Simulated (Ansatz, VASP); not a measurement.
Al2Cu in VASP and in Ansatz

Contents of POSCAR:

```
Al2Cu
1.0
    4.1051820000      0.0000000000      0.0000000000
    0.0000000000      4.1051820000      0.0000000000
    0.0000000000      0.0000000000      2.8913130000
Al Cu
2 1
Direct
    0.5000000000      0.0000000000      0.5000000000
    0.0000000000      0.5000000000      0.5000000000
    0.0000000000      0.0000000000      0.0000000000
```

Contents of INCAR.step1:

```
PREC = Accurate
ENCUT = 520
ISMEAR = 1
SIGMA = 0.5
LREAL = False
LASPH = True
NELM = 60
NBANDS = 16
GGA = PE
ALGO = Normal
EDIFF = 1E-4
LWAVE = True
LCHARG = False
```

The input INCAR.step2:

```
PREC = Accurate
ENCUT = 520
EDIFF = 1E-7
ISMEAR = 1
SIGMA = 0.5
LREAL = False
LASPH = True
NELM = 60
ALGO = Normal
ISIF = 2
LWAVE = False
LCHARG = True
METAGGA = R2SCAN
LMIXTAU = True
LELF = True
LVHAR = True
NBANDS = 16
ISTART = 1
```

The input KPOINTS:

```
regular mesh
0
Gamma
  10 10 14
```

Input for Ansatz:

```yaml
crystal:
  lattice:
    - [4.105182, 0.0, 0.0]
    - [0.0, 4.105182, 0.0]
    - [0.0, 0.0, 2.891313]
  atoms:
    - { symbol: Al, position: [0.5, 0.0, 0.5] }
    - { symbol: Al, position: [0.0, 0.5, 0.5] }
    - { symbol: Cu, position: [0.0, 0.0, 0.0] }
basis:
  ecutwfc: 500
kpoints:
  mp_grid: { grid: [10, 10, 14] }
hamiltonian:
  xc: r2scan
scf:
  occupations: { method: methfessel_paxton, width: 0.5 }
output:
  forces: true
  stress: true
  eigenvalues: true
```

Alike in both runs: task single point; functional r2SCAN; k mesh 10 × 10 × 14; occupations methfessel-paxton of order 1, width 0.5 eV; no spin polarisation.

```csv
,VASP,Ansatz
version,VASP 6.6.1,Ansatz 0.2.0
potentials or method,"VASP PAW PBE potentials, release 64 (Al, Cu), cutoff 520 eV","scalar-relativistic, plane waves, PAW"
valence electrons in the cell,17,25
```

|  | VASP | Ansatz | Ansatz less VASP |
| --- | --- | --- | --- |
| gap on the k mesh at the Fermi level (eV) | none | none | - |
| pressure (GPa) | -2.2 | -2.2 | +0.07 |
| traceless stress, the component that is largest in VASP (GPa) | -0.68 | -0.70 | -0.025 |

VASP's potentials were made for PBE, not for r2SCAN. A gap of «none» marks a metal or a gap that the smearing closes. VASP's potentials hold 17 valence electrons a cell and Ansatz's 25, so a difference there can come from the potentials and not from the codes.
